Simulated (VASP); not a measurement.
# Lu (Pm-3m) in VASP: a series of runs, part 2 of 2

VASP 6.6.1. The steps go on from the part before.

**3. Single point, PBE**

This run uses another cell than the first one, of 32.99 Å³/atom.

Contents of INCAR:

```
ALGO = Normal
EDIFF = 1E-6
ENCUT = 520
GGA = PE
ISIF = 2
ISMEAR = -1
LASPH = T
LCHARG = F
LREAL = F
LWAVE = F
NBANDS = 18
NELM = 60
PREC = Accurate
SIGMA = 0.1
```

Contents of KPOINTS:

```
k-points
0
Gamma
  10 10 10
```

Contents of POSCAR:

```
Lu
1.0
    3.2072444400      0.0000000000      0.0000000000
    0.0000000000      3.2072444400      0.0000000000
    0.0000000000      0.0000000000      3.2072444400
Lu
1
Direct
    0.0000000000      0.0000000000      0.0000000000
```

Potentials or basis: VASP PAW PBE potentials, release 64 (Lu).

Command:

```sh
> cat potpaw_PBE.64/Lu/POTCAR > POTCAR
> mpirun -np 1 vasp_std > vasp.out
```

It took 18 s on 1 thread of Intel Xeon Platinum 8259CL at 2.50GHz (Skylake/Cascade Lake), shared host; peak memory 0.17 GiB.

The run converged. Its results:

```
Free energy            : -3.6980 eV
Pressure               : 0.1 GPa
Band gap on the k mesh : zero (an odd number of electrons rules out a gap without spin polarisation)
```

Levels at points of the mesh, in eV from the Fermi level:
```tsv
k point	band 10	band 11	band 12	band 13	band 14	band 15	band 16	band 17
(0.00, 0.00, 0.00)	-5.39	-5.39	-5.36	-0.37	-0.37	6.00	6.00	6.00
(0.50, 0.00, 0.00)	-5.34	-5.34	-2.68	-0.38	0.40	3.24	3.24	6.30
(0.50, 0.50, 0.00)	-5.35	-5.34	-1.70	-0.18	3.24	3.24	3.85	3.85
(0.50, 0.50, 0.50)	-5.36	-5.36	-0.36	-0.36	-0.36	6.15	7.48	7.48
```

Caveat: spin-orbit coupling is left out, which moves the levels of the heavy elements.

**4. Single point, PBE (32.99 Å³/atom)**

This run uses another cell than the first one, of 32.99 Å³/atom.

Contents of INCAR:

```
SYSTEM = Lu
ALGO     = Normal         ! electronic algorithm
EDIFF    = 1E-7           ! SCF threshold, eV
ENCUT    = 520            ! plane-wave cutoff, eV
GGA      = PE             ! functional
ISIF     = 2              ! what is computed and relaxed
ISMEAR   = -1             ! smearing method
LASPH    = .TRUE.         ! aspherical terms in the spheres
LCHARG   = .TRUE.         ! write CHGCAR
LELF     = .TRUE.         ! ELF
LREAL    = .FALSE.        ! projectors in reciprocal space
LVHAR    = .TRUE.       
LWAVE    = .FALSE.        ! write WAVECAR
NBANDS   = 18             ! bands
NELM     = 100            ! most SCF steps
PREC     = Accurate       ! precision mode
SIGMA    = 0.1            ! smearing width, eV
```

Contents of KPOINTS:

```
k-points
0
G
  11 11 11
  0 0 0
```

POSCAR is that of step 3.

Potentials or basis: VASP PAW PBE potentials, release 64 (Lu).

Command:

```sh
> cat potpaw_PBE.64/Lu/POTCAR > POTCAR
> mpirun -np 1 vasp_std > vasp.out
```

OUTCAR:

```text
SYSTEM = Lu
   EDIFF = 1E-7
   ENCUT = 520
   GGA = PE
   ISIF = 2
   ISMEAR = -1
   LASPH = .TRUE.
   LREAL = .FALSE.
   NELM = 100
   PREC = Accurate

 ion  position               nearest neighbor table
   1  0.000  0.000  0.000-

  LATTYP: Found a simple cubic cell.
 ALAT       =     3.2072444400

  Lattice vectors:

 A1 = (   3.2072444400,   0.0000000000,   0.0000000000)
 A2 = (   0.0000000000,   3.2072444400,   0.0000000000)
 A3 = (   0.0000000000,   0.0000000000,   3.2072444400)

Analysis of symmetry for initial positions (statically):
=====================================================================
 Subroutine PRICEL returns:
 Original cell was already a primitive cell.

 Routine SETGRP: Setting up the symmetry group for a
 simple cubic supercell.

 Subroutine GETGRP returns: Found 48 space group operations
 (whereof 48 operations were pure point group operations)
 out of a pool of 48 trial point group operations.

The static configuration has the point symmetry O_h .

Analysis of symmetry for dynamics (positions and initial velocities):
=====================================================================
[... 153 lines left out ...]

  energy without entropy =       -3.63756368  energy(sigma->0) =       -3.66894418

 E-fermi :   1.7148     XC(G=0): -10.0344

 val. band max:        1.6930808843   @ k =   0.4545   0.4545   0.3636
 cond. band min:       1.7316228206   @ k =   0.4545   0.4545   0.3636
 fundamental gap:      0.0385419363
 Fermi energy:         1.7147921240

 k-point     1 :       0.0000    0.0000    0.0000
  band No.  band energies     occupation
      1     -54.9979      2.00000
      2     -25.4095      2.00000
      3     -25.4095      2.00000
      4     -25.4095      2.00000
      5      -3.9151      2.00000
      6      -3.7103      2.00000
[... 481 lines left out ...]
      5      -3.7308      2.00000
      6      -3.7250      2.00000
[... 10 lines left out ...]
     17       7.2473      0.00000
     18       9.8088      0.00000

 [... further k-points ...]

------------------------ aborting loop because EDIFF is reached ----------------------------------------

  FORCE on cell =-STRESS in cart. coord.  units (eV):
  Direction    XX          YY          ZZ          XY          YZ          ZX
  --------------------------------------------------------------------------------------
  -------------------------------------------------------------------------------------
  Total        0.0072265      0.0072265      0.0072265      0.0000000      0.0000000     -0.0000000
  in kB        0.3509470      0.3509470      0.3509470      0.0000000      0.0000000     -0.0000000
  external PRESSURE =       0.3509470 kB  Pullay stress =       0.0000000 kB

 VOLUME and BASIS-vectors are now :
 -----------------------------------------------------------------------------
  energy-cutoff  :      520.00
  volume of cell :       32.99
      direct lattice vectors                 reciprocal lattice vectors
     3.207244440  0.000000000  0.000000000     0.311794133  0.000000000  0.000000000
     0.000000000  3.207244440  0.000000000     0.000000000  0.311794133  0.000000000
     0.000000000  0.000000000  3.207244440     0.000000000  0.000000000  0.311794133

 POSITION                                       TOTAL-FORCE (eV/Angst)
 -----------------------------------------------------------------------------------
      0.00000      0.00000      0.00000         0.000000      0.000000      0.000000
 -----------------------------------------------------------------------------------
    total drift:                                0.000000     -0.000000      0.000000

  FREE ENERGIE OF THE ION-ELECTRON SYSTEM (eV)
  ---------------------------------------------------
  free  energy   TOTEN  =        -3.7003246747 eV

  energy  without entropy=       -3.6375636843  energy(sigma->0) =       -3.66894418
```

It took 21 s on 1 thread of Intel Xeon Platinum 8259CL at 2.50GHz (Skylake/Cascade Lake), shared host; peak memory 0.16 GiB.

Results:

- Free energy: -3.7003 eV
- Pressure: 0.0 GPa
- Band gap on the k mesh: zero (an odd number of electrons rules out a gap without spin polarisation)

Levels at points of the mesh, in eV from the Fermi level:
```tsv
k point	band 8	band 9	band 10	band 11	band 12	band 13	band 14	band 15	band 16	band 17
(0.00, 0.00, 0.00)	-5.43	-5.40	-5.40	-5.40	-5.37	-0.38	-0.38	5.99	5.99	5.99
```

Caveat: spin-orbit coupling is left out, which moves the levels of the heavy elements.

**5. Single point, PBE (34.31 Å³/atom)**

This run uses another cell than the first one, of 34.31 Å³/atom.

Contents of INCAR:

```
SYSTEM = Lu
PREC     = Accurate       ! precision mode
ENCUT    = 520            ! plane-wave cutoff, eV
EDIFF    = 1E-6           ! SCF threshold, eV
ISMEAR   = -1             ! smearing method
SIGMA    = 0.1            ! smearing width, eV
LREAL    = .FALSE.        ! projectors in reciprocal space
LASPH    = .TRUE.         ! aspherical terms in the spheres
NELM     = 60             ! most SCF steps
ALGO     = Normal         ! electronic algorithm
ISIF     = 2              ! what is computed and relaxed
LWAVE    = .FALSE.        ! write WAVECAR
LCHARG   = .FALSE.        ! write CHGCAR
GGA      = PE             ! functional
NBANDS   = 18             ! bands
```

Contents of KPOINTS:

```
regular mesh
0
G
  11 11 11
  0 0 0
```

Contents of POSCAR:

```
Lu
1.0
    3.2494498648      0.0000000000      0.0000000000
    0.0000000000      3.2494498648      0.0000000000
    0.0000000000      0.0000000000      3.2494498648
Lu
1
Direct
    0.0000000000      0.0000000000      0.0000000000
```

Command:

```sh
> cat potpaw_PBE.64/Lu/POTCAR > POTCAR
> mpirun -np 1 vasp_std > vasp.out
```

Run time: 17 s. Hardware: 1 thread of Intel Xeon Platinum 8259CL at 2.50GHz (Skylake/Cascade Lake), shared host; peak memory 0.16 GiB.

It converged, with:

| Quantity | Value |
| --- | --- |
| Free energy | -3.6963 eV |
| Pressure | -1.0 GPa |
| Band gap on the k mesh | zero (an odd number of electrons rules out a gap without spin polarisation) |

Levels at points of the mesh, in eV from the Fermi level:
```
           k point  band 8  band 9  band 10  band 11  band 12  band 13  band 14  band 15  band 16  band 17
(0.00, 0.00, 0.00)   -5.49   -5.47    -5.47    -5.47    -5.44    -0.34    -0.34     5.76     5.76     5.76
```

Caveat: spin-orbit coupling is left out, which moves the levels of the heavy elements.

**6. Overview**

| cell | k mesh | gap on the mesh (eV) | pressure (GPa) |
| --- | --- | --- | --- |
| a = 3.164 Å, 1 atom | 11 × 11 × 11 | none | 1.4 |
| a = 3.207 Å, 1 atom | 10 × 10 × 10 | none | 0.1 |
| a = 3.207 Å, 1 atom | 11 × 11 × 11 | none | 0.0 |
| a = 3.249 Å, 1 atom | 11 × 11 × 11 | none | -1.0 |

Alike in all rows: task single point; level PBE; potentials or basis VASP PAW PBE potentials, release 64 (Lu); no spin polarisation; cutoff (eV) 520; smearing fermi-dirac 0.1 eV.

Caveats: spin-orbit coupling is left out, which moves the levels of the heavy elements.

Total energies depend on the potentials used, so only differences within one code and one set of settings carry meaning.

The gap in the log of VASP goes by the Fermi energy; the results here count the filled bands.